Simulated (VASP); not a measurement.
Input of a VASP 6.6.1 run:

INCAR

```
SYSTEM = Os
PREC     = Accurate       ! precision mode
ENCUT    = 520            ! plane-wave cutoff, eV
EDIFF    = 1E-7           ! SCF threshold, eV
ISMEAR   = -1             ! smearing method
SIGMA    = 0.05           ! smearing width, eV
LREAL    = .FALSE.        ! projectors in reciprocal space
LASPH    = .TRUE.         ! aspherical terms in the spheres
NELM     = 80             ! most SCF steps
ALGO     = Fast           ! electronic algorithm
ISIF     = 2              ! what is computed and relaxed
LWAVE    = .FALSE.        ! write WAVECAR
LCHARG   = .TRUE.         ! write CHGCAR
GGA      = PS             ! functional
LELF     = .TRUE.         ! ELF
LVHAR    = .TRUE.       
NBANDS   = 15             ! bands
```

The input KPOINTS:

```
regular mesh
0
G
  11 11 6
  0 0 0
```

POSCAR

```
Os
1.0
    2.7157497827      0.0000000000      0.0000000000
   -1.3578748913      2.3519083021      0.0000000000
    0.0000000000      0.0000000000      4.2907078513
Os
2
Direct
    0.6666666667      0.3333333333      0.7500000000
    0.3333333333      0.6666666667      0.2500000000
```

Potentials or basis: VASP PAW PBE potentials, release 64 (Os).

The run is started by

```console
$ cat potpaw_PBE.64/Os/POTCAR > POTCAR
$ mpirun -np 1 vasp_std > vasp.out
```

(1) What does it give for the band gap on the k mesh?

(2) Estimate the pressure.

## Answers

(1) zero (band 8 reaches 11.80 eV, above the bottom of band 9 at 7.77 eV).

(2) 6.9 GPa.

Caveat: the PAW data sets were made with another functional, which shifts forces and pressure a little; spin-orbit coupling is left out, which moves the levels of the heavy elements.
